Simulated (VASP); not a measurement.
# ScAl2 (Fd-3m) in VASP: further runs

The runs below take ScAl2 through single point, with LDA.

All numbers are computed with VASP 6.6.1; they aren't measurements. Logs are shortened: lines on timing, memory, paths and dates and some standing lists are left out, and cuts for length are marked.

## (1) The cell of the first run

It takes space group Fd-3m (No. 227, cubic). Conventional cell: a = 7.655 Å, b = 7.655 Å, c = 7.655 Å, α = 90.00°, β = 90.00°, γ = 90.00°. Within 4.2 Å of Sc (site symmetry -43m) lie 12 Al at 3.17 Å and 4 Sc at 3.31 Å. Al (site symmetry -3m) has 6 Al at 2.71 Å and 6 Sc at 3.17 Å within 3.6 Å.

## (2) Single point, LDA

File INCAR:

```
PREC = Accurate ; ENCUT = 520
EDIFF = 1E-6 ; ISMEAR = 1
SIGMA = 0.1 ; LREAL = False
LASPH = True ; NELM = 100
ALGO = Normal ; ISIF = 2
LWAVE = False ; LCHARG = False
NBANDS = 26
```

File KPOINTS:

```
Automatic mesh
0
Gamma
  5 5 5
```

File POSCAR:

```
ScAl2
1.0
    0.0000000000      3.8273646613      3.8273646613
    3.8273646613      0.0000000000      3.8273646613
    3.8273646613      3.8273646613      0.0000000000
Sc Al
2 4
Direct
    0.5000000000      0.5000000000      0.5000000000
    0.7500000000      0.7500000000      0.7500000000
    0.1250000000      0.1250000000      0.1250000000
    0.6250000000      0.1250000000      0.1250000000
    0.1250000000      0.6250000000      0.1250000000
    0.1250000000      0.1250000000      0.6250000000
```

Potentials or basis: VASP PAW LDA potentials, release 64 (Sc_sv, Al).

The run is started by

```
$ cat potpaw_LDA.64/Sc_sv/POTCAR potpaw_LDA.64/Al/POTCAR > POTCAR
$ mpirun -np 1 vasp_std > vasp.out
```

OUTCAR:

```text
PREC = Accurate
   ENCUT = 520
   EDIFF = 1E-6
   ISMEAR = 1
   LREAL = False
   LASPH = True
   NELM = 100
   ISIF = 2

 ion  position               nearest neighbor table
   1  0.500  0.500  0.500-   3 3.17   5 3.17   6 3.17   3 3.17   4 3.17   6 3.17   3 3.17   4 3.17
                             5 3.17   4 3.17   5 3.17   6 3.17   2 3.31   2 3.31   2 3.31   2 3.31
   2  0.750  0.750  0.750-   4 3.17   5 3.17   6 3.17   3 3.17   4 3.17   5 3.17   3 3.17   4 3.17
                             6 3.17   3 3.17   5 3.17   6 3.17   1 3.31   1 3.31   1 3.31   1 3.31
   3  0.125  0.125  0.125-   4 2.71   5 2.71   6 2.71   6 2.71   5 2.71   4 2.71   1 3.17   2 3.17
                             1 3.17   2 3.17   1 3.17   2 3.17
   4  0.625  0.125  0.125-   3 2.71   6 2.71   5 2.71   3 2.71   5 2.71   6 2.71   2 3.17   1 3.17
                             1 3.17   2 3.17   2 3.17   1 3.17
   5  0.125  0.625  0.125-   3 2.71   6 2.71   3 2.71   4 2.71   6 2.71   4 2.71   2 3.17   1 3.17
                             2 3.17   2 3.17   1 3.17   1 3.17
   6  0.125  0.125  0.625-   3 2.71   3 2.71   4 2.71   5 2.71   5 2.71   4 2.71   1 3.17   2 3.17
                             1 3.17   2 3.17   1 3.17   2 3.17

  LATTYP: Found a face centered cubic cell.
 ALAT       =     7.6547293226

  Lattice vectors:

 A1 = (   0.0000000000,   3.8273646613,   3.8273646613)
 A2 = (   3.8273646613,   0.0000000000,   3.8273646613)
 A3 = (   3.8273646613,   3.8273646613,   0.0000000000)

Analysis of symmetry for initial positions (statically):
=====================================================================
 Subroutine PRICEL returns:
 Original cell was already a primitive cell.

 Routine SETGRP: Setting up the symmetry group for a
 face centered cubic supercell.

 Subroutine GETGRP returns: Found 48 space group operations
 (whereof 24 operations were pure point group operations)
 out of a pool of 48 trial point group operations.

The static configuration has the point symmetry T_d .
 The point group associated with its full space group is O_h .

Analysis of symmetry for dynamics (positions and initial velocities):
=====================================================================
 Subroutine PRICEL returns:
 Original cell was already a primitive cell.

 Routine SETGRP: Setting up the symmetry group for a
 face centered cubic supercell.

 Subroutine GETGRP returns: Found 48 space group operations
 (whereof 24 operations were pure point group operations)
 out of a pool of 48 trial point group operations.

The dynamic configuration has the point symmetry T_d .
 The point group associated with its full space group is O_h .

 Subroutine INISYM returns: Found 48 space group operations
 (whereof 24 operations are pure point group operations),
 and found     1 'primitive' translations

----------------------------------------------------------------------------------------

                                     Primitive cell

  volume of cell :     112.1320

  direct lattice vectors                    reciprocal lattice vectors
     0.000000000  3.827364661  3.827364661    -0.130638192  0.130638192  0.130638192
     3.827364661  0.000000000  3.827364661     0.130638192 -0.130638192  0.130638192
     3.827364661  3.827364661  0.000000000     0.130638192  0.130638192 -0.130638192

  length of vectors
     5.412711012  5.412711012  5.412711012     0.226271986  0.226271986  0.226271986

  position of ions in fractional coordinates (direct lattice)
     0.500000000  0.500000000  0.500000000
     0.750000000  0.750000000  0.750000000
     0.125000000  0.125000000  0.125000000
     0.625000000  0.125000000  0.125000000
     0.125000000  0.625000000  0.125000000
     0.125000000  0.125000000  0.625000000

  ion indices of the primitive-cell ions
   primitive index   ion index
                 1           1
                 2           2
                 3           3
                 4           4
                 5           5
                 6           6

----------------------------------------------------------------------------------------

 KPOINTS: Automatic mesh

Automatic generation of k-mesh.
 Grid dimensions read from file:
 generate k-points for:    5    5    5

 Generating k-lattice:

  Cartesian coordinates                     Fractional coordinates (reciprocal lattice)
    -0.026127638  0.026127638  0.026127638     0.200000000  0.000000000  0.000000000
     0.026127638 -0.026127638  0.026127638     0.000000000  0.200000000  0.000000000
     0.026127638  0.026127638 -0.026127638     0.000000000  0.000000000  0.200000000

  Length of vectors
     0.045254397  0.045254397  0.045254397

  Shift w.r.t. Gamma in fractional coordinates (k-lattice)
     0.000000000  0.000000000  0.000000000

 Subroutine IBZKPT returns following result:
 ===========================================

 Found     10 irreducible k-points:

 Following reciprocal coordinates:
            Coordinates               Weight
  0.000000  0.000000  0.000000      1.000000
  0.200000  0.000000  0.000000      8.000000
  0.400000  0.000000  0.000000      8.000000
  0.200000  0.200000  0.000000      6.000000
  0.400000  0.200000  0.000000     24.000000
 -0.400000  0.200000  0.000000     24.000000
 -0.200000  0.200000  0.000000     12.000000
  0.400000  0.400000  0.000000      6.000000
 -0.400000  0.400000  0.000000     12.000000
 -0.400000  0.400000  0.200000     24.000000
   k-points           NKPTS =     10   k-points in BZ     NKDIM =     10   number of bands    NBANDS=     26
   number of dos      NEDOS =    301   number of ions     NIONS =      6
   total plane-waves  NPLWV =  64000
   dimension x,y,z NGX =    40 NGY =   40 NGZ =   40
   dimension x,y,z NGXF=    80 NGYF=   80 NGZF=   80
   ions per type =               2   4
   NGX,Y,Z   is equivalent  to a cutoff of  12.29, 12.29, 12.29 a.u.
   NGXF,Y,Z  is equivalent  to a cutoff of  24.57, 24.57, 24.57 a.u.
 SYSTEM =  unknown system
   PREC   = accura    normal or accurate (medium, high low for compatibility)
   ISTART =      0    job   : 0-new  1-cont  2-samecut
   ICHARG =      2    charge: 1-file 2-atom 10-const
   ISPIN  =      1    spin polarized calculation?
   LNONCOLLINEAR =      F non collinear calculations
   LSORBIT =      F    spin-orbit coupling
   LASPH  =      T    aspherical Exc in radial PAW
   ENCUT  =  520.0 eV  38.22 Ry    6.18 a.u.  10.06 10.06 10.06*2*pi/ulx,y,z
   NELM   =    100;   NELMIN=  2; NELMDL= -5     # of ELM steps
   EDIFF  = 0.1E-05   stopping-criterion for ELM
   LREAL  =      F    real-space projection
   EDIFFG = 0.1E-04   stopping-criterion for IOM
   NSW    =      0    number of steps for IOM
   IBRION =     -1    ionic relax: 0-MD 1-quasi-New 2-CG
   NFREE  =      0    steps in history (QN), initial steepest desc. (CG)
   ISIF   =      2    stress and relaxation
   ISYM   =      2    0-nonsym 1-usesym 2-fastsym
   POTIM  = 0.5000    time-step for ionic-motion
   TEBEG  =    0.0;   TEEND  =   0.0 temperature during run
   PSTRESS=    0.0 pullay stress
   NELECT =      34.0000    total number of electrons
   NUPDOWN=      -1.0000    fix difference up-down
   EMIN   =  10.00;   EMAX   =-10.00  energy-range for DOS
   EFERMI =   0.00;   METHOD = LEGACY
   ISMEAR =     1;   SIGMA  =   0.10  broadening in eV -4-tet -1-fermi 0-gaus
   EFERMI_NEDOS =   21; number of points for ismear=-14 and -15
   IALGO  =     38    algorithm
   IMIX   =      4    mixing-type and parameters
     AMIX     =   0.40;   BMIX     =  1.00
     AMIX_MAG =   1.60;   BMIX_MAG =  1.00
  volume/ion in A,a.u.               =      18.69       126.12
  Fermi-wavevector in a.u.,A,eV,Ry     =   1.099828  2.078373 16.457891  1.209621
  Thomas-Fermi vector in A             =   2.236229
   LORBIT       =      0    0 simple, 1 ext, 2 COOP (PROOUT), +10 PAW based schemes
   GGA     = CA    functional components
   LHFCALC =     F    Hartree Fock is set to
   AEXX    =    0.0000 exact exchange contribution
   IVDW    =     0    specifies the selected vdW correction
   LEPSILON=     F    determine dielectric tensor
   LRPA    =     F    only Hartree local field effects (RPA)
 non-spin polarized calculation
 Methfessel and Paxton  Order N= 1 SIGMA  =   0.10
  energy-cutoff  :      520.00
  volume of cell :      112.13
 maximum number of plane-waves:      3036
   NGX = 21   NGY = 21   NGZ = 21

 number of electron      33.9999993 magnetization

 Free energy of the ion-electron system (eV)
  ---------------------------------------------------
  ext. energy  EPLUGINS =         0.00000000
  ---------------------------------------------------
  free energy    TOTEN  =       -33.02942804 eV

  energy without entropy =      -33.02938269  energy(sigma->0) =      -33.02941292

 E-fermi :   5.9588     XC(G=0): -10.3691

 val. band max:        5.9068720986   @ k =  -0.4000   0.4000   0.2000
 cond. band min:       5.9887496185   @ k =  -0.4000   0.4000   0.0000
 fundamental gap:      0.0818775199
 Fermi energy:         5.9587836645

 k-point     1 :       0.0000    0.0000    0.0000
  band No.  band energies     occupation
      1     -42.8760      2.00000
      2     -42.8407      2.00000
      3     -21.8911      2.00000
      4     -21.8911      2.00000
      5     -21.8911      2.00000
      6     -21.7935      2.00000
[... 18 lines left out ...]
     25       9.2843      0.00000
     26       9.2843      0.00000

 k-point     2 :       0.2000    0.0000    0.0000
  band No.  band energies     occupation
      1     -42.8735      2.00000
      2     -42.8432      2.00000
      3     -21.8953      2.00000
      4     -21.8953      2.00000
      5     -21.8909      2.00000
      6     -21.7949      2.00000
[... 18 lines left out ...]
     25       8.8539      0.00000
     26       8.8715      0.00000

 k-point     3 :       0.4000    0.0000    0.0000
  band No.  band energies     occupation
      1     -42.8683      2.00000
      2     -42.8484      2.00000
      3     -21.9013      2.00000
      4     -21.9013      2.00000
      5     -21.8909      2.00000
      6     -21.7967      2.00000
[... 18 lines left out ...]
     25       8.7883      0.00000
     26       8.7894      0.00000

 k-point     4 :       0.2000    0.2000    0.0000
  band No.  band energies     occupation
      1     -42.8726      2.00000
      2     -42.8441      2.00000
      3     -21.8999      2.00000
      4     -21.8999      2.00000
      5     -21.8822      2.00000
      6     -21.8036      2.00000
[... 18 lines left out ...]
     25       8.7618      0.00000
     26       8.8040      0.00000

 k-point     5 :       0.4000    0.2000    0.0000
  band No.  band energies     occupation
      1     -42.8678      2.00000
      2     -42.8489      2.00000
      3     -21.9081      2.00000
      4     -21.9058      2.00000
      5     -21.8747      2.00000
      6     -21.8119      2.00000
[... 18 lines left out ...]
     25       8.9194      0.00000
     26       9.0629      0.00000

 k-point     6 :      -0.4000    0.2000    0.0000
  band No.  band energies     occupation
      1     -42.8651      2.00000
      2     -42.8516      2.00000
      3     -21.9128      2.00000
      4     -21.9052      2.00000
      5     -21.8736      2.00000
      6     -21.8131      2.00000
[... 18 lines left out ...]
     25       8.8920      0.00000
     26       9.1333      0.00000

 k-point     7 :      -0.2000    0.2000    0.0000
  band No.  band energies     occupation
      1     -42.8699      2.00000
      2     -42.8468      2.00000
      3     -21.9069      2.00000
      4     -21.8989      2.00000
      5     -21.8824      2.00000
      6     -21.8039      2.00000
[... 18 lines left out ...]
     25       8.6792      0.00000
     26       9.1240      0.00000

 k-point     8 :       0.4000    0.4000    0.0000
  band No.  band energies     occupation
      1     -42.8638      2.00000
      2     -42.8529      2.00000
      3     -21.9119      2.00000
      4     -21.9119      2.00000
      5     -21.8588      2.00000
      6     -21.8289      2.00000
[... 18 lines left out ...]
     25       9.4276      0.00000
     26       9.4276      0.00000

 k-point     9 :      -0.4000    0.4000    0.0000
  band No.  band energies     occupation
      1     -42.8600      2.00000
      2     -42.8567      2.00000
      3     -21.9157      2.00000
      4     -21.9116      2.00000
      5     -21.8519      2.00000
      6     -21.8354      2.00000
[... 18 lines left out ...]
     25       9.3911      0.00000
     26       9.9257      0.00000

 k-point    10 :      -0.4000    0.4000    0.2000
  band No.  band energies     occupation
      1     -42.8628      2.00000
      2     -42.8539      2.00000
      3     -21.9147      2.00000
      4     -21.9104      2.00000
      5     -21.8593      2.00000
      6     -21.8274      2.00000
[... 18 lines left out ...]
     25       9.1469      0.00000
     26       9.3790      0.00000

------------------------ aborting loop because EDIFF is reached ----------------------------------------

  FORCE on cell =-STRESS in cart. coord.  units (eV):
  Direction    XX          YY          ZZ          XY          YZ          ZX
  --------------------------------------------------------------------------------------
  -------------------------------------------------------------------------------------
  Total       -4.6222148     -4.6222148     -4.6222148     -0.0000000     -0.0000000      0.0000000
  in kB      -66.0436671    -66.0436671    -66.0436671     -0.0000000     -0.0000000      0.0000000
  external PRESSURE =     -66.0436671 kB  Pullay stress =       0.0000000 kB

 VOLUME and BASIS-vectors are now :
 -----------------------------------------------------------------------------
  energy-cutoff  :      520.00
  volume of cell :      112.13
      direct lattice vectors                 reciprocal lattice vectors
     0.000000000  3.827364661  3.827364661    -0.130638192  0.130638192  0.130638192
     3.827364661  0.000000000  3.827364661     0.130638192 -0.130638192  0.130638192
     3.827364661  3.827364661  0.000000000     0.130638192  0.130638192 -0.130638192

 POSITION                                       TOTAL-FORCE (eV/Angst)
 -----------------------------------------------------------------------------------
      3.82736      3.82736      3.82736        -0.000000     -0.000000      0.000000
      5.74105      5.74105      5.74105         0.000000      0.000000      0.000000
      0.95684      0.95684      0.95684        -0.000000      0.000000     -0.000000
      0.95684      2.87052      2.87052        -0.000000      0.000000     -0.000000
      2.87052      0.95684      2.87052        -0.000000      0.000000     -0.000000
      2.87052      2.87052      0.95684        -0.000000      0.000000     -0.000000
 -----------------------------------------------------------------------------------
    total drift:                               -0.000000     -0.000000      0.000000

  FREE ENERGIE OF THE ION-ELECTRON SYSTEM (eV)
  ---------------------------------------------------
  free  energy   TOTEN  =       -33.0294280351 eV

  energy  without entropy=      -33.0293826874  energy(sigma->0) =      -33.02941292
```

It took 42 s on 1 thread of Intel Xeon Platinum 8259CL at 2.50GHz (Skylake/Cascade Lake), shared host; peak memory 0.2 GiB.

What came out:

* Free energy: -33.0294 eV
* Pressure: -6.6 GPa
* Band gap on the k mesh: zero (band 17 reaches 6.35 eV, above the bottom of band 18 at 4.36 eV)

## (3) Single point, LDA

This run uses another cell than the first one, of 19.41 Å³/atom, 1.038 times its volume.

File INCAR:

```
PREC = Accurate
ENCUT = 520
EDIFF = 1E-7
ISMEAR = 1
SIGMA = 0.1
LREAL = F
LASPH = T
NELM = 100
ALGO = Normal
ISIF = 2
LWAVE = F
LCHARG = F
NBANDS = 26
```

KPOINTS is that of step 2.

POSCAR: that of step 2 with these lines changed.

```diff
@@ -2,5 +2,5 @@
 1.0
-    0.0000000000      3.8273646613      3.8273646613
-    3.8273646613      0.0000000000      3.8273646613
-    3.8273646613      3.8273646613      0.0000000000
+    0.0000000000      3.8758174589      3.8758174589
+    3.8758174589      0.0000000000      3.8758174589
+    3.8758174589      3.8758174589      0.0000000000
 Sc Al
```

Potentials or basis: VASP PAW LDA potentials, release 64 (Sc_sv, Al).

The run is started by

```
$ cat potpaw_LDA.64/Sc_sv/POTCAR potpaw_LDA.64/Al/POTCAR > POTCAR
$ mpirun -np 1 vasp_std > vasp.out
```

Wall time 59 s (1 thread of Intel Xeon Platinum 8259CL at 2.50GHz (Skylake/Cascade Lake), shared host); peak memory 0.21 GiB.

Results (log left out):

- Free energy: -32.8189 eV
- Pressure: -9.0 GPa
- Band gap on the k mesh: zero (band 17 reaches 6.04 eV, above the bottom of band 18 at 4.12 eV)

Levels at points of the mesh, in eV from the Fermi level:
```tsv
k point	band 15	band 16	band 17	band 18	band 19	band 20
(0.00, 0.00, 0.00)	-2.34	-2.34	-1.54	-1.54	0.27	1.91
```

(Part 1 of 2 ends here.)
